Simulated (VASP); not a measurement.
GaAs, 16 atoms in the cell. The cell holds a slab with vacuum, 16 atoms: a = 8.027 Å, b = 8.027 Å, c = 24.945 Å, α = 90.00°, β = 90.00°, γ = 120.00°. 

```yaml
Program: VASP 6.6.1
Task: single point
Functional: PBE
Dispersion: D3(BJ)
Potentials_or_basis: VASP PAW PBE potentials, release 64 (As, Ga_d)
Cutoff: 520 eV
k_mesh: 2 × 2 × 1
Occupations: gaussian, width 0.05 eV
Spin: no spin polarisation
Dipole_correction: yes
Further_INCAR_settings: LREAL = Auto; ALGO = Normal; EDIFF = 1e-07; NBANDS = 86
```

Potentials or basis: VASP PAW PBE potentials, release 64 (As, Ga_d).

Launch:

```sh
$ cat potpaw_PBE.64/As/POTCAR potpaw_PBE.64/Ga_d/POTCAR > POTCAR
$ mpirun -np 1 vasp_std > vasp.out
```

Hardware: 1 thread of Intel Xeon 8259CL, with other jobs on the host.

**Question.** How long does it take, and how much memory?

**Answer.** Wall time 28 min on 1 thread of Intel Xeon 8259CL (shared host), peak memory 1.3 GiB. Counts: scf iterations 31, k points 3.
